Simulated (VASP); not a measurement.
# SnO2 (P4_2/mnm) in VASP: further runs, part 3 of 3

VASP 6.6.1. The steps go on from the part before.

## 6. Single point, PBE

This run uses another cell than the first one, of 13.08 Å³/atom.

INCAR

```
SYSTEM = SnO2
ALGO = Normal ; EDIFF = 1E-6
ENCUT = 600 ; GGA = PE
GGA_COMPAT = .FALSE. ; ISIF = 2
ISMEAR = 0 ; LASPH = .TRUE.
LCHARG = .TRUE. ; LELF = .TRUE.
LREAL = .FALSE. ; LVHAR = .TRUE.
LWAVE = .FALSE. ; NBANDS = 35
NELM = 120 ; PREC = Accurate
SIGMA = 0.05
```

KPOINTS

```
k-points
0
G
  9 9 12
  0 0 0
```

POSCAR

```
SnO2
1.0
    4.8277049961      0.0000000000      0.0000000000
    0.0000000000      4.8277049961      0.0000000000
    0.0000000000      0.0000000000      3.3675105782
Sn O
2 4
Direct
    0.0000000000      0.0000000000      0.0000000000
    0.5000000000      0.5000000000      0.5000000000
    0.3066050863      0.3066050863      0.0000000000
    0.1933949137      0.8066050863      0.5000000000
    0.6933949137      0.6933949137      0.0000000000
    0.8066050863      0.1933949137      0.5000000000
```

Potentials or basis: VASP PAW PBE potentials, release 64 (Sn_d, O).

Command:

```sh
$ cat potpaw_PBE.64/Sn_d/POTCAR potpaw_PBE.64/O/POTCAR > POTCAR
$ mpirun -np 1 vasp_std > vasp.out
```

OUTCAR:

```text
SYSTEM = SnO2
   EDIFF = 1E-6
   ENCUT = 600
   GGA = PE
   ISIF = 2
   ISMEAR = 0
   LASPH = .TRUE.
   LREAL = .FALSE.
   NELM = 120
   PREC = Accurate

 ion  position               nearest neighbor table
   1  0.000  0.000  0.000-   3 2.09   5 2.09   4 2.14   6 2.14   4 2.14   6 2.14
   2  0.500  0.500  0.500-   4 2.09   6 2.09   5 2.14   3 2.14   3 2.14   5 2.14
   3  0.307  0.307  0.000-   1 2.09   2 2.14   2 2.14
   4  0.193  0.807  0.500-   2 2.09   1 2.14   1 2.14
   5  0.693  0.693  0.000-   1 2.09   2 2.14   2 2.14
   6  0.807  0.193  0.500-   2 2.09   1 2.14   1 2.14

  LATTYP: Found a simple tetragonal cell.
 ALAT       =     4.8277049961
 C/A-ratio  =     0.6975385988

  Lattice vectors:

 A1 = (   4.8277049961,   0.0000000000,   0.0000000000)
 A2 = (   0.0000000000,   4.8277049961,   0.0000000000)
 A3 = (   0.0000000000,   0.0000000000,   3.3675105782)

Analysis of symmetry for initial positions (statically):
=====================================================================
 Subroutine PRICEL returns:
 Original cell was already a primitive cell.

 Routine SETGRP: Setting up the symmetry group for a
 simple tetragonal supercell.

 Subroutine GETGRP returns: Found 16 space group operations
 (whereof  8 operations were pure point group operations)
 out of a pool of 16 trial point group operations.

The static configuration has the point symmetry D_2h.
 The point group associated with its full space group is D_4h.

Analysis of symmetry for dynamics (positions and initial velocities):
=====================================================================
 Subroutine PRICEL returns:
 Original cell was already a primitive cell.

 Routine SETGRP: Setting up the symmetry group for a
 simple tetragonal supercell.

 Subroutine GETGRP returns: Found 16 space group operations
 (whereof  8 operations were pure point group operations)
 out of a pool of 16 trial point group operations.

The dynamic configuration has the point symmetry D_2h.
 The point group associated with its full space group is D_4h.

 Subroutine INISYM returns: Found 16 space group operations
 (whereof  8 operations are pure point group operations),
 and found     1 'primitive' translations

----------------------------------------------------------------------------------------

                                     Primitive cell

  volume of cell :      78.4857

  direct lattice vectors                    reciprocal lattice vectors
     4.827704996  0.000000000  0.000000000     0.207137760  0.000000000  0.000000000
     0.000000000  4.827704996  0.000000000     0.000000000  0.207137760  0.000000000
     0.000000000  0.000000000  3.367510578     0.000000000  0.000000000  0.296955266

  length of vectors
     4.827704996  4.827704996  3.367510578     0.207137760  0.207137760  0.296955266

  position of ions in fractional coordinates (direct lattice)
     0.000000000  0.000000000  0.000000000
     0.500000000  0.500000000  0.500000000
     0.306605086  0.306605086  0.000000000
     0.193394914  0.806605086  0.500000000
     0.693394914  0.693394914  0.000000000
     0.806605086  0.193394914  0.500000000

  ion indices of the primitive-cell ions
[... 26 lines left out ...]
  Shift w.r.t. Gamma in fractional coordinates (k-lattice)
     0.000000000  0.000000000  0.000000000

 Subroutine IBZKPT returns following result:
 ===========================================

 Found    105 irreducible k-points:

 Following reciprocal coordinates:
            Coordinates               Weight
  0.000000  0.000000  0.000000      1.000000
  0.111111  0.000000  0.000000      4.000000
  0.222222  0.000000  0.000000      4.000000
  0.333333  0.000000  0.000000      4.000000
  0.444444  0.000000  0.000000      4.000000
  0.111111  0.111111  0.000000      4.000000
[... 16 lines left out ...]
  0.333333  0.111111  0.083333     16.000000
  0.444444  0.111111  0.083333     16.000000
 [... further k-points ...]
   k-points           NKPTS =    105   k-points in BZ     NKDIM =    105   number of bands    NBANDS=     35
   number of dos      NEDOS =    301   number of ions     NIONS =      6
   total plane-waves  NPLWV =  44800
   dimension x,y,z NGX =    40 NGY =   40 NGZ =   28
   dimension x,y,z NGXF=    80 NGYF=   80 NGZF=   56
   ions per type =               2   4
   NGX,Y,Z   is equivalent  to a cutoff of  13.77, 13.77, 13.82 a.u.
   NGXF,Y,Z  is equivalent  to a cutoff of  27.55, 27.55, 27.65 a.u.
 SYSTEM =  SnO2
   PREC   = accura    normal or accurate (medium, high low for compatibility)
   ISTART =      0    job   : 0-new  1-cont  2-samecut
   ICHARG =      2    charge: 1-file 2-atom 10-const
   ISPIN  =      1    spin polarized calculation?
   LNONCOLLINEAR =      F non collinear calculations
   LSORBIT =      F    spin-orbit coupling
   LASPH  =      T    aspherical Exc in radial PAW
   ENCUT  =  600.0 eV  44.10 Ry    6.64 a.u.   9.64  9.64  6.73*2*pi/ulx,y,z
   NELM   =    120;   NELMIN=  2; NELMDL= -5     # of ELM steps
   EDIFF  = 0.1E-05   stopping-criterion for ELM
   LREAL  =      F    real-space projection
   EDIFFG = 0.1E-04   stopping-criterion for IOM
   NSW    =      0    number of steps for IOM
   IBRION =     -1    ionic relax: 0-MD 1-quasi-New 2-CG
   NFREE  =      0    steps in history (QN), initial steepest desc. (CG)
   ISIF   =      2    stress and relaxation
   ISYM   =      2    0-nonsym 1-usesym 2-fastsym
   POTIM  = 0.5000    time-step for ionic-motion
   TEBEG  =    0.0;   TEEND  =   0.0 temperature during run
   PSTRESS=    0.0 pullay stress
   NELECT =      52.0000    total number of electrons
   NUPDOWN=      -1.0000    fix difference up-down
   EMIN   =  10.00;   EMAX   =-10.00  energy-range for DOS
   EFERMI =   0.00;   METHOD = LEGACY
   ISMEAR =     0;   SIGMA  =   0.05  broadening in eV -4-tet -1-fermi 0-gaus
   EFERMI_NEDOS =   21; number of points for ismear=-14 and -15
   IALGO  =     38    algorithm
   IMIX   =      4    mixing-type and parameters
     AMIX     =   0.40;   BMIX     =  1.00
     AMIX_MAG =   1.60;   BMIX_MAG =  1.00
  volume/ion in A,a.u.               =      13.08        88.27
  Fermi-wavevector in a.u.,A,eV,Ry     =   1.427181  2.696982 27.712978  2.036846
  Thomas-Fermi vector in A             =   2.547378
   LORBIT       =      0    0 simple, 1 ext, 2 COOP (PROOUT), +10 PAW based schemes
   GGA     = PE    functional components
   LHFCALC =     F    Hartree Fock is set to
   AEXX    =    0.0000 exact exchange contribution
   IVDW    =     0    specifies the selected vdW correction
   LEPSILON=     F    determine dielectric tensor
   LRPA    =     F    only Hartree local field effects (RPA)
 non-spin polarized calculation
 Gauss-broadening in eV      SIGMA  =   0.05
  energy-cutoff  :      600.00
  volume of cell :       78.49
 maximum number of plane-waves:      2649
 NGX is ok and might be reduce to    40
   NGX = 19   NGY = 19   NGZ = 13

 number of electron      52.0000013 magnetization

 Free energy of the ion-electron system (eV)
  ---------------------------------------------------
  ext. energy  EPLUGINS =         0.00000000
  ---------------------------------------------------
  free energy    TOTEN  =       -37.20659136 eV

  energy without entropy =      -37.20657525  energy(sigma->0) =      -37.20658331

 E-fermi :   5.1632     XC(G=0): -10.7915

 val. band max:        5.1044092690   @ k =   0.0000   0.0000   0.0000
 cond. band min:       5.2205428702   @ k =   0.0000   0.0000   0.0000
 fundamental gap:      0.1161336012
 Fermi energy:         5.1631792475

 k-point     1 :       0.0000    0.0000    0.0000
  band No.  band energies     occupation
      1     -15.8728      2.00000
      2     -15.2574      2.00000
      3     -15.1769      2.00000
      4     -15.1459      2.00000
      5     -15.1459      2.00000
      6     -15.1268      2.00000
[... 901 lines left out ...]
     34      16.7409      0.00000
     35      17.1823      0.00000

 [... further k-points ...]
[... 5 lines left out ...]
  --------------------------------------------------------------------------------------
  -------------------------------------------------------------------------------------
  Total       -2.1551298     -2.1551298     -6.1944502      0.0000000      0.0000000      0.0000000
  in kB      -43.9940146    -43.9940146   -126.4511921      0.0000000      0.0000000      0.0000000
  external PRESSURE =     -71.4797405 kB  Pullay stress =       0.0000000 kB

 VOLUME and BASIS-vectors are now :
 -----------------------------------------------------------------------------
  energy-cutoff  :      600.00
  volume of cell :       78.49
      direct lattice vectors                 reciprocal lattice vectors
     4.827704996  0.000000000  0.000000000     0.207137760  0.000000000  0.000000000
     0.000000000  4.827704996  0.000000000     0.000000000  0.207137760  0.000000000
     0.000000000  0.000000000  3.367510578     0.000000000  0.000000000  0.296955266

 POSITION                                       TOTAL-FORCE (eV/Angst)
 -----------------------------------------------------------------------------------
      0.00000      0.00000      0.00000        -0.000000      0.000000     -0.000000
      2.41385      2.41385      1.68376        -0.000000      0.000000     -0.000000
      1.48020      1.48020      0.00000         0.090428      0.090428      0.000000
      0.93365      3.89405      1.68376        -0.090428      0.090428     -0.000000
      3.34751      3.34751      0.00000        -0.090428     -0.090428     -0.000000
      3.89405      0.93365      1.68376         0.090428     -0.090428     -0.000000
 -----------------------------------------------------------------------------------
    total drift:                                0.000000     -0.000000     -0.000000

  FREE ENERGIE OF THE ION-ELECTRON SYSTEM (eV)
  ---------------------------------------------------
  free  energy   TOTEN  =       -37.2065913622 eV

  energy  without entropy=      -37.2065752479  energy(sigma->0) =      -37.20658331
```

Run time: 1.9 min. Hardware: 1 thread of Intel Xeon 6975P-C (Granite Rapids), shared host; peak memory 0.39 GiB.

Results:

| Item | Value |
| --- | --- |
| Free energy | -37.2066 eV |
| Pressure | -7.1 GPa |
| Largest force | 0.128 eV/Å |
| Band gap on the k mesh | 0.12 eV |

Forces in eV/Å, atoms in the order of the input:
```
Sn   0.000  0.000  0.000
Sn   0.000  0.000  0.000
O    0.090  0.090  0.000
O   -0.090  0.090  0.000
O   -0.090 -0.090  0.000
O    0.090 -0.090  0.000
```

Caveat: the cell stands under tension; spin-orbit coupling is left out, which moves the levels of the heavy elements; an odd mesh through Γ misses points on the zone boundary, where band edges can lie.

## 7. Overview

```tsv
cell	k mesh	cutoff (eV)	smearing	mended	gap on the mesh (eV)	pressure (GPa)	largest force (eV/Å)
a = 4.441, b = 4.441, c = 3.368 Å, 6 atoms	6 × 6 × 8	520	gaussian 0.05 eV	-	1.91	28.3	0.64
a = 4.635, b = 4.635, c = 3.108 Å, 6 atoms	6 × 6 × 8	520	gaussian 0.05 eV	-	2.11	30.7	0.54
a = 4.441, b = 4.441, c = 3.497 Å, 6 atoms	6 × 6 × 8	520	gaussian 0.05 eV	-	1.44	17.7	0.84
a = 4.441, b = 4.441, c = 3.238 Å, 6 atoms	8 × 8 × 10	600	methfessel-paxton 0.05 eV	yes	2.47	41.9	0.27
a = 4.828, b = 4.828, c = 3.368 Å, 6 atoms	9 × 9 × 12	600	gaussian 0.05 eV	-	0.12	-7.1	0.13
```

Alike in all rows: task single point; level PBE; potentials or basis VASP PAW PBE potentials, release 64 (Sn_d, O); no spin polarisation.

Caveats: spin-orbit coupling is left out, which moves the levels of the heavy elements; the cell stands under pressure (at least some runs); the cell stands under tension (at least some runs); an odd mesh through Γ misses points on the zone boundary, where band edges can lie (at least some runs).

Total energies depend on the potentials used, so only differences within one code and one set of settings carry meaning.
